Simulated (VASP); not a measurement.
BaHfO3, 5 atoms in the cell. The typed cell holds 5 atoms: a = 4.170 Å, b = 4.170 Å, c = 4.170 Å, α = 90.00°, β = 90.00°, γ = 90.00°.  This cell differs from its parent crystal: atoms moved at random.

| Quantity | Value |
| --- | --- |
| Program | VASP 6.6.1 |
| Task | single point |
| Functional | PBE |
| Potentials or basis | VASP PAW PBE potentials, release 64 (Hf_pv, Ba_sv, O) |
| Cutoff | 520 eV |
| k mesh | 7 × 7 × 7 |
| Occupations | fermi-dirac, width 0.05 eV |
| Spin | no spin polarisation |
| Dipole correction | no |
| Further INCAR settings | ALGO = Normal; EDIFF = 1e-06; NBANDS = 27 |

Potentials or basis: VASP PAW PBE potentials, release 64 (Hf_pv, Ba_sv, O).

Command:

```bash
$ cat potpaw_PBE.64/Hf_pv/POTCAR potpaw_PBE.64/Ba_sv/POTCAR potpaw_PBE.64/O/POTCAR > POTCAR
$ mpirun -np 1 vasp_std > vasp.out
```

Hardware: 1 thread of Intel Xeon 8259CL, with other jobs on the host.

Task: How long does it take, and how much memory?

Result: Wall time 5.4 min on 1 thread of Intel Xeon 8259CL (shared host), peak memory 0.43 GiB. Counts: scf iterations 14, k points 172.
